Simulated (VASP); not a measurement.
# Ga2PdS3 (P6mm) in VASP: notebook, part 2 of 2

VASP 6.6.1.

**4. Single point, PBE, collinear spin**

INCAR reads:

```
SYSTEM = Ga2PdS3
PREC     = Accurate       ! precision mode
ENCUT    = 520            ! plane-wave cutoff, eV
EDIFF    = 1E-6           ! SCF threshold, eV
ISMEAR   = 0              ! smearing method
SIGMA    = 0.1            ! smearing width, eV
LREAL    = .False.        ! projectors in reciprocal space
LASPH    = .True.         ! aspherical terms in the spheres
NELM     = 150            ! most SCF steps
ALGO     = Normal         ! electronic algorithm
ISIF     = 2              ! what is computed and relaxed
LWAVE    = .False.        ! write WAVECAR
LCHARG   = .False.        ! write CHGCAR
ISPIN    = 2              ! spin polarisation
MAGMOM   = 0 0 1 0 0 0    ! initial moments
LORBIT   = 11             ! projections on sites
LMAXMIX  = 4              ! l up to which the mixer works
GGA      = PE             ! functional
NBANDS   = 40             ! bands
```

KPOINTS reads:

```
regular mesh
0
Gamma
  6 6 2
  0 0 0
```

POSCAR reads:

```
Ga2PdS3
1.0
    4.8081847600      0.0000000000      0.0000000000
   -2.4040923800      4.1640101400      0.0000000000
    0.0000000000      0.0000000000      7.5253344400
Ga Pd S
2 1 3
Direct
    0.0000000000      0.0000000000      0.9761848400
    0.0000000000      0.0000000000      0.2133704300
    0.0000000000      0.0000000000      0.5404145500
    0.5000000000      0.0000000000      0.1411954100
    0.0000000000      0.5000000000      0.1411954100
    0.5000000000      0.5000000000      0.1411954100
```

Potentials or basis: VASP PAW PBE potentials, release 64 (Ga_d, Pd, S).

Command:

```console
cat potpaw_PBE.64/Ga_d/POTCAR potpaw_PBE.64/Pd/POTCAR potpaw_PBE.64/S/POTCAR > POTCAR
mpirun -np 1 vasp_std > vasp.out
```

OUTCAR:

```text
SYSTEM = Ga2PdS3
   PREC = Accurate
   ENCUT = 520
   EDIFF = 1E-6
   ISMEAR = 0
   LREAL = .False.
   LASPH = .True.
   NELM = 150
   ISIF = 2
   ISPIN = 2
   LORBIT = 11
   GGA = PE

 ion  position               nearest neighbor table
   1  0.000  0.000  0.976-   2 1.78   5 2.71   6 2.71   5 2.71   6 2.71   4 2.71   4 2.71
   2  0.000  0.000  0.213-   1 1.78   3 2.46   5 2.46   6 2.46   5 2.46   6 2.46   4 2.46   4 2.46

   3  0.000  0.000  0.540-   2 2.46
   4  0.500  0.000  0.141-   5 2.40   6 2.40   6 2.40   5 2.40   2 2.46   2 2.46   1 2.71   1 2.71

   5  0.000  0.500  0.141-   4 2.40   4 2.40   6 2.40   6 2.40   2 2.46   2 2.46   1 2.71   1 2.71

   6  0.500  0.500  0.141-   4 2.40   4 2.40   5 2.40   5 2.40   2 2.46   2 2.46   1 2.71   1 2.71

  LATTYP: Found a hexagonal cell.
 ALAT       =     4.8081847600
 C/A-ratio  =     1.5651092493

  Lattice vectors:

 A1 = (   4.8081847600,   0.0000000000,   0.0000000000)
 A2 = (  -2.4040923800,   4.1640101400,   0.0000000000)
 A3 = (   0.0000000000,   0.0000000000,   7.5253344400)

Analysis of symmetry for initial positions (statically):
=====================================================================
 Subroutine PRICEL returns:
 Original cell was already a primitive cell.

 Routine SETGRP: Setting up the symmetry group for a
 hexagonal supercell.

 Subroutine GETGRP returns: Found 12 space group operations
 (whereof 12 operations were pure point group operations)
 out of a pool of 24 trial point group operations.

The static configuration has the point symmetry C_6v.

Analysis of symmetry for dynamics (positions and initial velocities):
=====================================================================
 Subroutine PRICEL returns:
 Original cell was already a primitive cell.

 Routine SETGRP: Setting up the symmetry group for a
 hexagonal supercell.

 Subroutine GETGRP returns: Found 12 space group operations
 (whereof 12 operations were pure point group operations)
[... 172 lines left out ...]

 k-point     1 :       0.0000    0.0000    0.0000
  band No.  band energies     occupation
      1     -14.6048      1.00000
      2     -14.3188      1.00000
      3     -13.5743      1.00000
      4     -13.5743      1.00000
      5     -12.8849      1.00000
      6     -12.8849      1.00000
[... 577 lines left out ...]
     38       9.8361      0.00000
     39       9.8361      0.00000
 Fermi energy:         2.9437560356

 spin component 2

 k-point     1 :       0.0000    0.0000    0.0000
  band No.  band energies     occupation
      1     -14.6048      1.00000
      2     -14.3188      1.00000
      3     -13.5743      1.00000
      4     -13.5743      1.00000
      5     -12.8849      1.00000
      6     -12.8849      1.00000
[... 577 lines left out ...]
     38       9.8361      0.00000
     39       9.8361      0.00000
 [bands above 39 left out]

------------------------ aborting loop because EDIFF is reached ----------------------------------------

  FORCE on cell =-STRESS in cart. coord.  units (eV):
  Direction    XX          YY          ZZ          XY          YZ          ZX
  --------------------------------------------------------------------------------------
  -------------------------------------------------------------------------------------
  Total       16.9211719     16.9211719     30.6710407      0.0000000      0.0000000      0.0000000
  in kB      179.9377516    179.9377509    326.1522383      0.0000000      0.0000000      0.0000000
  external PRESSURE =     228.6759136 kB  Pullay stress =       0.0000000 kB

 VOLUME and BASIS-vectors are now :
 -----------------------------------------------------------------------------
  energy-cutoff  :      520.00
  volume of cell :      150.67
      direct lattice vectors                 reciprocal lattice vectors
     4.808184760  0.000000000  0.000000000     0.207978697  0.120076557  0.000000000
    -2.404092380  4.164010140  0.000000000     0.000000000  0.240153114  0.000000000
     0.000000000  0.000000000  7.525334440     0.000000000  0.000000000  0.132884460

 POSITION                                       TOTAL-FORCE (eV/Angst)
 -----------------------------------------------------------------------------------
      0.00000      0.00000      7.34612        -0.000000      0.000000    -20.472548
      0.00000      0.00000      1.60568         0.000000      0.000000     20.124599
      0.00000      0.00000      4.06680        -0.000000     -0.000000      0.178341
      2.40409      0.00000      1.06254         0.000000     -0.000000      0.056536
     -1.20205      2.08201      1.06254        -0.000000     -0.000000      0.056536
      1.20205      2.08201      1.06254         0.000000     -0.000000      0.056536
 -----------------------------------------------------------------------------------
    total drift:                               -0.000001     -0.000001      0.003152

  FREE ENERGIE OF THE ION-ELECTRON SYSTEM (eV)
  ---------------------------------------------------
  free  energy   TOTEN  =       -13.0362103718 eV

  energy  without entropy=      -13.0128821957  energy(sigma->0) =      -13.02454628

 total charge

# of ion       s       p       d       tot
------------------------------------------
    1        1.210   0.690  10.066  11.966
    2        1.071   0.940  10.181  12.192
    3        0.252   0.075   8.797   9.124
    4        1.425   2.217   0.000   3.642
    5        1.425   2.217   0.000   3.642
    6        1.425   2.217   0.000   3.642
--------------------------------------------------
tot          6.806   8.358  29.044  44.208

 magnetization (x)

# of ion       s       p       d       tot
------------------------------------------
    1        0.000  -0.000  -0.000  -0.000
    2        0.000  -0.000   0.000   0.000
    3       -0.000  -0.000  -0.000  -0.000
    4        0.000   0.000   0.000   0.000
    5        0.000   0.000   0.000   0.000
    6        0.000   0.000   0.000   0.000
--------------------------------------------------
tot         -0.000   0.000  -0.000  -0.000
```

OSZICAR:

```text
N       E                     dE             d eps       ncg     rms          rms(c)
DAV:   1     0.521020763805E+03    0.52102E+03   -0.23640E+04  2600   0.172E+03
DAV:   2     0.634444908598E+02   -0.45758E+03   -0.42709E+03  2432   0.545E+02
DAV:   3    -0.903806972007E+01   -0.72483E+02   -0.70496E+02  2784   0.143E+02
DAV:   4    -0.132237450225E+02   -0.41857E+01   -0.41509E+01  2704   0.389E+01
DAV:   5    -0.133637410987E+02   -0.14000E+00   -0.13994E+00  3000   0.622E+00    0.244E+01
DAV:   6    -0.130591496276E+02    0.30459E+00   -0.15110E+00  3280   0.123E+01    0.138E+01
DAV:   7    -0.131752888773E+02   -0.11614E+00   -0.16219E+00  2816   0.113E+01    0.549E+00
DAV:   8    -0.131089043899E+02    0.66384E-01   -0.14335E+00  2952   0.622E+00    0.179E+00
DAV:   9    -0.130368347284E+02    0.72070E-01   -0.26571E-01  2680   0.285E+00    0.559E-01
DAV:  10    -0.130356856081E+02    0.11491E-02   -0.18493E-02  2656   0.848E-01    0.236E-01
DAV:  11    -0.130358490389E+02   -0.16343E-03   -0.37327E-03  2904   0.763E-01    0.194E-01
DAV:  12    -0.130360392045E+02   -0.19017E-03   -0.12158E-03  2640   0.353E-01    0.528E-02
DAV:  13    -0.130361371887E+02   -0.97984E-04   -0.16622E-04  2632   0.143E-01    0.337E-02
DAV:  14    -0.130361874863E+02   -0.50298E-04   -0.59389E-05  2576   0.103E-01    0.102E-02
DAV:  15    -0.130362048140E+02   -0.17328E-04   -0.21398E-05  2568   0.541E-02    0.901E-03
DAV:  16    -0.130362091990E+02   -0.43850E-05   -0.70722E-06  2712   0.190E-02    0.326E-03
DAV:  17    -0.130362102643E+02   -0.10653E-05   -0.14518E-06  1992   0.170E-02    0.161E-03
DAV:  18    -0.130362103718E+02   -0.10756E-06   -0.28517E-07  1904   0.888E-03
   1 F= -.13036210E+02 E0= -.13024546E+02  d E =-.233282E-01  mag=     0.0000
```

It took 1.7 min on 1 thread of AMD EPYC 9R45 (Zen 5), shared host; peak memory 0.35 GiB.

Results:

```yaml
Free_energy: -13.0362 eV
Pressure: 22.9 GPa
Largest_force: 20.473 eV/Å
Band_gap_on_the_k_mesh: zero (filled and empty bands overlap)
Net_moment: 0.00 μB per cell
Valence_electrons_inside_the_program's_atomic_spheres: Ga 11.97, 12.19; Pd 9.12; S 3.64
```

Forces in eV/Å, atoms in the order of the input:
```
Ga    0.000   0.000 -20.473
Ga    0.000   0.000  20.125
Pd    0.000   0.000   0.178
S     0.000   0.000   0.057
S     0.000   0.000   0.057
S     0.000   0.000   0.057
```

Levels at points of the mesh, in eV from the Fermi level:
Spin up:
```
           k point  band 25  band 26  band 27  band 28  band 29  band 30
(0.00, 0.00, 0.00)    -0.55    -0.55     0.08     2.36     2.88     2.88
(0.50, 0.00, 0.00)    -0.78    -0.60    -0.50     0.24     0.95     1.70
(0.00, 0.00, 0.50)    -0.52    -0.52    -0.01     2.36     2.63     2.63
(0.50, 0.00, 0.50)    -0.73    -0.62    -0.50     0.34     1.24     2.17
```
Spin down:
```csv
k point,band 23,band 24,band 25,band 26,band 27,band 28,band 29,band 30,band 31,band 32
"(0.00, 0.00, 0.00)",-1.02,-1.02,-0.55,-0.55,0.08,2.36,2.88,2.88,4.23,4.23
"(0.50, 0.00, 0.00)",-1.25,-0.97,-0.78,-0.60,-0.50,0.24,0.95,1.70,3.20,4.30
"(0.00, 0.00, 0.50)",-0.98,-0.65,-0.52,-0.52,-0.01,2.36,2.63,2.63,2.76,4.25
"(0.50, 0.00, 0.50)",-1.06,-0.87,-0.73,-0.62,-0.50,0.34,1.24,2.17,3.01,3.43
```

Caveat: the k points lie up to 0.42 Å⁻¹ apart; forces of over 1 eV/Å act on the atoms, so gaps and moduli don't describe the material at rest.

**5. The runs side by side**

```tsv
task	spin	cell	cutoff (eV)	gap on the mesh (eV)	pressure (GPa)	largest force (eV/Å)
single point	off	as given	520	none	22.9	20.47
relaxation of cell and atoms	off	relaxed	600	none	0.0	0.02
single point	collinear	as given	520	none	22.9	20.47
```

Alike in all rows: level PBE; potentials or basis VASP PAW PBE potentials, release 64 (Ga_d, Pd, S); k mesh 6 × 6 × 2; smearing gaussian 0.1 eV.

Caveats: all runs use coarse meshes; forces of over 1 eV/Å act on the atoms, so gaps and moduli don't describe the material at rest (at least some runs).

Total energies depend on the potentials used, so only differences within one code and one set of settings carry meaning.
